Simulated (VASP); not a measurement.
Set up this calculation in VASP 6.6.1, as the native input.

```
Task                   : relaxation of shape and atoms at fixed volume
Functional             : PBE
Potentials or basis    : VASP PAW PBE potentials, release 64 (Zr_sv, Ti_sv, C)
Cutoff                 : 600 eV
k mesh                 : 12 × 8 × 6
Occupations            : gaussian, width 0.1 eV
Spin                   : no spin polarisation
Dipole correction      : no
Further INCAR settings : ALGO = Normal; EDIFF = 1e-06; IBRION = 2; EDIFFG = -0.01; NSW = 50; ISIF = 4
```

The structure of Zr3TiC4 lies in POSCAR:

```
Zr3TiC4
1.0
    3.2383689366      0.0000000000      0.0000000000
    0.0000000000      4.5866865433      0.0000000000
    0.0000000000      0.0000000000      6.4719279573
Zr Ti C
3 1 4
Direct
    0.0000000000      0.0000000000      0.7458450000
    0.0000000000      0.0000000000      0.2541550000
    0.5000000000      0.5000000000      0.0000000000
    0.5000000000      0.5000000000      0.5000000000
    0.0000000000      0.5000000000      0.2610930000
    0.0000000000      0.5000000000      0.7389070000
    0.5000000000      0.0000000000      0.0000000000
    0.5000000000      0.0000000000      0.5000000000
```

One way to write it, as run:

INCAR

```
SYSTEM = Zr3TiC4
ALGO     = Normal         ! electronic algorithm
EDIFF    = 1E-6           ! SCF threshold, eV
EDIFFG   = -0.01          ! ionic threshold
ENCUT    = 600            ! plane-wave cutoff, eV
GGA      = PE             ! functional
IBRION   = 2              ! ionic algorithm
ISIF     = 4              ! what is computed and relaxed
ISMEAR   = 0              ! smearing method
LASPH    = .TRUE.         ! aspherical terms in the spheres
LCHARG   = .FALSE.        ! write CHGCAR
LREAL    = .FALSE.        ! projectors in reciprocal space
LWAVE    = .FALSE.        ! write WAVECAR
NELM     = 80             ! most SCF steps
NSW      = 50             ! ionic steps
PREC     = Accurate       ! precision mode
SIGMA    = 0.1            ! smearing width, eV
```

KPOINTS

```
k-points
0
G
  12 8 6
  0 0 0
```

Potentials or basis: VASP PAW PBE potentials, release 64 (Zr_sv, Ti_sv, C).

The run is started by

```bash
$ cat potpaw_PBE.64/Zr_sv/POTCAR potpaw_PBE.64/Ti_sv/POTCAR potpaw_PBE.64/C/POTCAR > POTCAR
$ mpirun -np 1 vasp_std > vasp.out
```

Results of the run:

```
Energy gained by relaxing    : 0.0 meV/atom
Ionic steps                  : 4
Pressure after relaxing      : 7.5 GPa
Largest force after relaxing : 0.005 eV/Å
Band gap on the k mesh       : zero (bands 32 and 33 overlap by 1.27 eV)
```

Wall time 11 min on 1 thread of Intel(R) Xeon(R) 6975P-C (Granite Rapids) (shared host), peak memory 0.65 GiB.
